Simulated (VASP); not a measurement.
# In (I4_1/amd) in VASP: relaxation of cell and atoms with LDA

Aim: the relaxation of cell and atoms of In with LDA.

Everything below comes from runs of VASP 6.6.1. Logs are shortened: lines on timing, memory, paths and dates and some standing lists are left out, and cuts for length are marked.

**1. The cell of the first run**

The structure is tetragonal, space group I4_1/amd (No. 141). The conventional cell has a = 5.543 Å, b = 5.543 Å, c = 3.049 Å, α = 90.00°, β = 90.00°, γ = 90.00°. In (site symmetry -4m2) has 10 In at 2.87 to 3.59 Å within 3.8 Å.

**2. Relaxation of cell and atoms, LDA, target pressure 5 GPa, at which the enthalpy is minimised**

Contents of INCAR:

```
  PREC = Accurate
  ENCUT = 600
  EDIFF = 1E-6
  ISMEAR = -1
  SIGMA = 0.05
  LREAL = F
  LASPH = T
  NELM = 80
  ALGO = Normal
  ISIF = 3
  LWAVE = F
  LCHARG = F
  GGA = CA
  IBRION = 2
  NSW = 60
  EDIFFG = -0.005
  PSTRESS = 50.0
```

Contents of KPOINTS:

```
Automatic mesh
0
Gamma
  14 14 14
```

Contents of POSCAR:

```
In
1.0
   -2.7716583935      2.7716583935      1.5244121164
    2.7716583935     -2.7716583935      1.5244121164
    2.7716583935      2.7716583935     -1.5244121164
In
2
Direct
   -0.3750000000     -0.1250000000     -0.2500000000
    0.3750000000      0.1250000000      0.2500000000
```

Potentials or basis: VASP PAW LDA potentials, release 64 (In_d).

Command:

```bash
$ cat potpaw_LDA.64/In_d/POTCAR > POTCAR
$ mpirun -np 1 vasp_std > vasp.out
```

OUTCAR:

```text
PREC = Accurate
   ENCUT = 600
   EDIFF = 1E-6
   ISMEAR = -1
   LREAL = F
   LASPH = T
   NELM = 80
   ISIF = 3
   GGA = CA
   IBRION = 2
   NSW = 60
   EDIFFG = -0.005
   PSTRESS = 50.0

 ion  position               nearest neighbor table
   1  0.625  0.875  0.750-   2 2.87   2 2.87   2 2.87   2 2.87   2 3.59   2 3.59   2 3.59   2 3.59

   2  0.375  0.125  0.250-   1 2.87   1 2.87   1 2.87   1 2.87   1 3.59   1 3.59   1 3.59   1 3.59

  LATTYP: Found a body centered tetragonal cell.
 ALAT       =     5.5433167870
 C/A-ratio  =     0.5500000000

  Lattice vectors:

 A1 = (  -2.7716583935,   2.7716583935,   1.5244121164)
 A2 = (   2.7716583935,  -2.7716583935,   1.5244121164)
 A3 = (   2.7716583935,   2.7716583935,  -1.5244121164)

Analysis of symmetry for initial positions (statically):
=====================================================================
 Subroutine PRICEL returns:
 Original cell was already a primitive cell.

 Routine SETGRP: Setting up the symmetry group for a
 body centered tetragonal supercell.

 Subroutine GETGRP returns: Found 16 space group operations
 (whereof  4 operations were pure point group operations)
 out of a pool of 16 trial point group operations.

The static configuration has the point symmetry C_2h.
 The point group associated with its full space group is D_4h.

Analysis of symmetry for dynamics (positions and initial velocities):
=====================================================================
 Subroutine PRICEL returns:
 Original cell was already a primitive cell.

 Routine SETGRP: Setting up the symmetry group for a
 body centered tetragonal supercell.

 Subroutine GETGRP returns: Found 16 space group operations
 (whereof  4 operations were pure point group operations)
 out of a pool of 16 trial point group operations.

The dynamic configuration has the point symmetry C_2h.
 The point group associated with its full space group is D_4h.

 Subroutine INISYM returns: Found 16 space group operations
 (whereof  4 operations are pure point group operations),
 and found     1 'primitive' translations

----------------------------------------------------------------------------------------

                                     Primitive cell

  volume of cell :      46.8427

  direct lattice vectors                    reciprocal lattice vectors
    -2.771658394  2.771658394  1.524412116     0.000000000  0.180397412  0.327995294
     2.771658394 -2.771658394  1.524412116     0.180397412  0.000000000  0.327995294
     2.771658394  2.771658394 -1.524412116     0.180397412  0.180397412  0.000000000

  length of vectors
     4.205711926  4.205711926  4.205711926     0.374331589  0.374331589  0.255120466

  position of ions in fractional coordinates (direct lattice)
     0.625000000  0.875000000  0.750000000
     0.375000000  0.125000000  0.250000000

  ion indices of the primitive-cell ions
   primitive index   ion index
                 1           1
                 2           2

----------------------------------------------------------------------------------------

 KPOINTS: Automatic mesh

Automatic generation of k-mesh.
 Grid dimensions read from file:
 generate k-points for:   14   14   14

 Generating k-lattice:

  Cartesian coordinates                     Fractional coordinates (reciprocal lattice)
     0.000000000  0.012885529  0.023428235     0.071428571  0.000000000 -0.000000000
     0.012885529  0.000000000  0.023428235     0.000000000  0.071428571 -0.000000000
     0.012885529  0.012885529  0.000000000     0.000000000  0.000000000  0.071428571

  Length of vectors
     0.026737971  0.026737971  0.018222890

  Shift w.r.t. Gamma in fractional coordinates (k-lattice)
     0.000000000  0.000000000  0.000000000

 Subroutine IBZKPT returns following result:
 ===========================================

 Found    244 irreducible k-points:

 Following reciprocal coordinates:
            Coordinates               Weight
  0.000000  0.000000  0.000000      1.000000
  0.071429  0.000000 -0.000000      8.000000
  0.142857  0.000000 -0.000000      8.000000
  0.214286  0.000000 -0.000000      8.000000
  0.285714  0.000000  0.000000      8.000000
  0.357143  0.000000 -0.000000      8.000000
[... 16 lines left out ...]
  0.214286  0.142857 -0.000000     16.000000
  0.285714  0.142857 -0.000000     16.000000
 [... further k-points ...]
   k-points           NKPTS =    244   k-points in BZ     NKDIM =    244   number of bands    NBANDS=     17
   number of dos      NEDOS =    301   number of ions     NIONS =      2
   total plane-waves  NPLWV =  46656
   dimension x,y,z NGX =    36 NGY =   36 NGZ =   36
   dimension x,y,z NGXF=    72 NGYF=   72 NGZF=   72
   ions per type =               2
   NGX,Y,Z   is equivalent  to a cutoff of  14.23, 14.23, 14.23 a.u.
   NGXF,Y,Z  is equivalent  to a cutoff of  28.46, 28.46, 28.46 a.u.
 SYSTEM =  unknown system
   PREC   = accura    normal or accurate (medium, high low for compatibility)
   ISTART =      0    job   : 0-new  1-cont  2-samecut
   ICHARG =      2    charge: 1-file 2-atom 10-const
   ISPIN  =      1    spin polarized calculation?
   LNONCOLLINEAR =      F non collinear calculations
   LSORBIT =      F    spin-orbit coupling
   LASPH  =      T    aspherical Exc in radial PAW
   ENCUT  =  600.0 eV  44.10 Ry    6.64 a.u.   8.40  8.40  8.40*2*pi/ulx,y,z
   NELM   =     80;   NELMIN=  2; NELMDL= -5     # of ELM steps
   EDIFF  = 0.1E-05   stopping-criterion for ELM
   LREAL  =      F    real-space projection
   EDIFFG = -.5E-02   stopping-criterion for IOM
   NSW    =     60    number of steps for IOM
   IBRION =      2    ionic relax: 0-MD 1-quasi-New 2-CG
   NFREE  =      1    steps in history (QN), initial steepest desc. (CG)
   ISIF   =      3    stress and relaxation
   ISYM   =      2    0-nonsym 1-usesym 2-fastsym
   POTIM  = 0.5000    time-step for ionic-motion
   TEBEG  =    0.0;   TEEND  =   0.0 temperature during run
   PSTRESS=   50.0 pullay stress
   NELECT =      26.0000    total number of electrons
   NUPDOWN=      -1.0000    fix difference up-down
   EMIN   =  10.00;   EMAX   =-10.00  energy-range for DOS
   EFERMI =   0.00;   METHOD = LEGACY
   ISMEAR =    -1;   SIGMA  =   0.05  broadening in eV -4-tet -1-fermi 0-gaus
   EFERMI_NEDOS =   21; number of points for ismear=-14 and -15
   IALGO  =     38    algorithm
   IMIX   =      4    mixing-type and parameters
     AMIX     =   0.40;   BMIX     =  1.00
     AMIX_MAG =   1.60;   BMIX_MAG =  1.00
  volume/ion in A,a.u.               =      23.42       158.06
  Fermi-wavevector in a.u.,A,eV,Ry     =   1.345402  2.542441 24.627989  1.810106
  Thomas-Fermi vector in A             =   2.473318
   LORBIT       =      0    0 simple, 1 ext, 2 COOP (PROOUT), +10 PAW based schemes
   GGA     = CA    functional components
   LHFCALC =     F    Hartree Fock is set to
   AEXX    =    0.0000 exact exchange contribution
   IVDW    =     0    specifies the selected vdW correction
   LEPSILON=     F    determine dielectric tensor
   LRPA    =     F    only Hartree local field effects (RPA)
 conjugate gradient relaxation of ions
 non-spin polarized calculation
  energy-cutoff  :      600.00
  volume of cell :       46.84
 maximum number of plane-waves:      1583
 NGX is ok and might be reduce to    36
   NGX = 17   NGY = 17   NGZ = 17

--------------------------------------- Ionic step        1  -------------------------------------------

 number of electron      25.9999995 magnetization

 Free energy of the ion-electron system (eV)
  ---------------------------------------------------
  ext. energy  EPLUGINS =         0.00000000
  ---------------------------------------------------
  free energy    TOTEN  =        -6.25541580 eV

  energy without entropy =       -6.24711365  energy(sigma->0) =       -6.25126472

------------------------ aborting loop because EDIFF is reached ----------------------------------------

  FORCE on cell =-STRESS in cart. coord.  units (eV):
  Direction    XX          YY          ZZ          XY          YZ          ZX
  --------------------------------------------------------------------------------------
  -------------------------------------------------------------------------------------
  Total        1.8846515      1.8846515      0.9676639      0.0000000     -0.0000000      0.0000000
  in kB       64.4614155     64.4614155     33.0973594      0.0000000     -0.0000000      0.0000000
  external PRESSURE =       4.0067301 kB  Pullay stress =      50.0000000 kB
[... 93 lines left out ...]
  FREE ENERGIE OF THE ION-ELECTRON SYSTEM (eV)
  ---------------------------------------------------
  free  energy   TOTEN  =        -6.2855260580 eV

  energy  without entropy=       -6.2775005297  energy(sigma->0) =       -6.28151329

  enthalpy is  TOTEN    =        -4.8048288713 eV   P V=        1.4806971867

[... ionic steps 4 to 9 ...]

--------------------------------------- Ionic step       10  -------------------------------------------

 number of electron      26.0000001 magnetization

------------------------ aborting loop because EDIFF is reached ----------------------------------------

  FORCE on cell =-STRESS in cart. coord.  units (eV):
  Direction    XX          YY          ZZ          XY          YZ          ZX
  --------------------------------------------------------------------------------------
  -------------------------------------------------------------------------------------
  Total        1.4799892      1.4799892      1.4834585      0.0000000      0.0000000      0.0000000
  in kB       50.4307081     50.4307081     50.5489235      0.0000000      0.0000000      0.0000000
  external PRESSURE =       0.4701132 kB  Pullay stress =      50.0000000 kB
[... 61 lines left out ...]
  enthalpy is  TOTEN    =        -4.8061307556 eV   P V=        1.4691750021

--------------------------------------- Ionic step       12  -------------------------------------------

 number of electron      26.0000002 magnetization

 Free energy of the ion-electron system (eV)
  ---------------------------------------------------
  ext. energy  EPLUGINS =         0.00000000
  ---------------------------------------------------
  free energy    TOTEN  =        -6.27395252 eV

  energy without entropy =       -6.26527786  energy(sigma->0) =       -6.26961519

 E-fermi :   8.3897     XC(G=0): -10.9960

 val. band max:        8.3895666042   @ k =  -0.2143  -0.4286   0.0714
 cond. band min:       8.3913999570   @ k =  -0.3571   0.5000   0.0714
 fundamental gap:      0.0018333528
 Fermi energy:         8.3897146945

 k-point     1 :       0.0000    0.0000    0.0000
  band No.  band energies     occupation
      1      -6.7961      2.00000
      2      -6.6525      2.00000
      3      -6.5969      2.00000
      4      -6.5932      2.00000
      5      -6.0266      2.00000
      6      -6.0266      2.00000
[... 9 lines left out ...]
     16      17.0796      0.00000
     17      17.0796      0.00000
[... 443 lines left out ...]
      1      -6.6760      2.00000
      2      -6.5022      2.00000
      3      -6.3878      2.00000
      4      -6.3475      2.00000
      5      -6.2652      2.00000
      6      -6.2476      2.00000
[... 9 lines left out ...]
     16      12.9634      0.00000
     17      13.1285      0.00000

 [... further k-points ...]
[... 5 lines left out ...]
  --------------------------------------------------------------------------------------
  -------------------------------------------------------------------------------------
  Total        1.4677347      1.4677347      1.4616884     -0.0000000     -0.0000000      0.0000000
  in kB       49.9973766     49.9973766     49.7914159     -0.0000000     -0.0000000      0.0000000
  external PRESSURE =      -0.0712770 kB  Pullay stress =      50.0000000 kB
[... 17 lines left out ...]
  FREE ENERGIE OF THE ION-ELECTRON SYSTEM (eV)
  ---------------------------------------------------
  free  energy   TOTEN  =        -6.2739525213 eV

  energy  without entropy=       -6.2652778620  energy(sigma->0) =       -6.26961519

  enthalpy is  TOTEN    =        -4.8061408552 eV   P V=        1.4678116661

 reached required accuracy - stopping structural energy minimisation
```

Wall time 9.9 min (1 thread of Intel Xeon 6975P-C (Granite Rapids), shared host); peak memory 0.32 GiB.

What came out:

```
Free energy                                            : -6.2740 eV
Relaxed volume                                         : 23.52 Å³/atom
Relaxed cell                                           : a = 4.252 Å, b = 4.252 Å, c = 4.252 Å, α = 96.96°, β = 96.96°, γ = 139.25°
Space group after relaxing (to 0.05 Å)                 : I4_1/amd (No. 141)
Energy change on relaxing (the enthalpy is what falls) : -9.3 meV/atom
Ionic steps                                            : 12
Pressure after relaxing                                : 5.0 GPa
Band gap on the k mesh                                 : zero (band 13 reaches 11.17 eV, above the bottom of band 14 at 4.22 eV)
```

The path:
```tsv
step	energy change (eV)	largest force (eV/Å)	pressure (GPa)	volume (Å³)
1	0.0000	0.0000	5.40	46.84
2	-0.0218	0.0000	4.70	47.23
3	-0.0301	0.0000	4.36	47.45
4	-0.0111	0.0000	5.35	46.80
5	-0.0168	0.0000	5.02	46.98
6	-0.0159	0.0000	5.12	46.95
7	-0.0163	0.0000	5.11	46.97
8	-0.0171	0.0000	5.13	46.99
9	-0.0183	0.0000	5.04	47.03
10	-0.0181	0.0000	5.05	47.02
11	-0.0199	0.0000	4.94	47.08
12	-0.0185	0.0000	4.99	47.03
```

Final structure:
```
CELL_PARAMETERS angstrom
-2.81849 2.81849 1.48019
2.81849 -2.81849 1.48019
2.81849 2.81849 -1.48019
ATOMIC_POSITIONS crystal
In 0.62500 0.87500 0.75000
In 0.37500 0.12500 0.25000
```

Caveat: the cell is relaxed towards a set pressure, so the enthalpy falls and the energy may rise; spin-orbit coupling is left out, which moves the levels of the heavy elements.
